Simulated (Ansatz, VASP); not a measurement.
CuI: VASP beside Ansatz

POSCAR

```
CuI
1.0
    0.0000000000      2.9615329758      2.9615329758
    2.9615329758      0.0000000000      2.9615329758
    2.9615329758      2.9615329758      0.0000000000
Cu I
1 1
Direct
    0.0000000000      0.0000000000      0.0000000000
    0.2500000000      0.2500000000      0.2500000000
```

INCAR.step1

```
SYSTEM = CuI
  PREC = Accurate
  ENCUT = 520
  EDIFF = 1E-5
  ISMEAR = -1
  SIGMA = 0.05
  LREAL = .FALSE.
  LASPH = .TRUE.
  NELM = 60
  ALGO = Normal
  ISIF = 2
  LWAVE = .TRUE.
  LCHARG = .FALSE.
  GGA = PE
  NBANDS = 16
```

The input INCAR.step2:

```
SYSTEM = CuI
  PREC = Accurate
  ENCUT = 520
  EDIFF = 1E-6
  ISMEAR = -1
  SIGMA = 0.05
  LREAL = .FALSE.
  LASPH = .TRUE.
  NELM = 60
  ALGO = Normal
  ISIF = 2
  LWAVE = .FALSE.
  LCHARG = .FALSE.
  GGA = PE
  LHFCALC = .TRUE.
  HFSCREEN = 0.2079
  PRECFOCK = Normal
  ISTART = 1
  NBANDS = 16
```

Contents of KPOINTS:

```
Automatic mesh
0
G
  4 4 4
  0 0 0
```

Input for Ansatz:

```yaml
crystal:
  lattice:
    - [0.0, 2.961532975836, 2.961532975836]
    - [2.961532975836, 0.0, 2.961532975836]
    - [2.961532975836, 2.961532975836, 0.0]
  atoms:
    - { symbol: Cu, position: [0.0, 0.0, 0.0] }
    - { symbol: I, position: [0.25, 0.25, 0.25] }
kpoints:
  mp_grid: { grid: [4, 4, 4] }
hamiltonian:
  xc: hse06
  pseudopotentials:
    kind: paw
    azcp:
      Cu: "pseudopotentials/pbe/paw/ansatz_paw_generated_hard_1/Cu.paw.azcp"
      I: "pseudopotentials/pbe/paw/ansatz_paw_generated_hard_1/I.paw.azcp"
scf:
  occupations: { method: fermi_dirac, width: 0.05 }
  convergence: { dr2_threshold: "1e-10 eV" }
  exx: { energy_threshold: "2e-8 eV", singularity: regularized }
output:
  forces: true
  stress: true
  eigenvalues: true
```

Alike in both runs: task single point; functional HSE06; k mesh 4 × 4 × 4; occupations fermi-dirac, width 0.05 eV; no spin polarisation.

```csv
,VASP,Ansatz
version,VASP 6.6.1,Ansatz 0.2.0 development build
potentials or method,"VASP PAW PBE potentials, release 64 (Cu, I)","plane waves, PAW datasets (generated hard set"
plane-wave cutoff (eV),520,700
valence electrons in the cell,18,36
```

VASP gave:

* gap on the k mesh at the Fermi level (eV): 2.75

Task: Estimate Ansatz's values.

Result: gap on the k mesh at the Fermi level (eV): 2.80.

VASP's potentials hold 18 valence electrons a cell and Ansatz's 36, so a difference there can come from the potentials and not from the codes.

The k mesh is coarse, so the values compare programs but aren't converged. Neither program's run includes spin-orbit coupling.
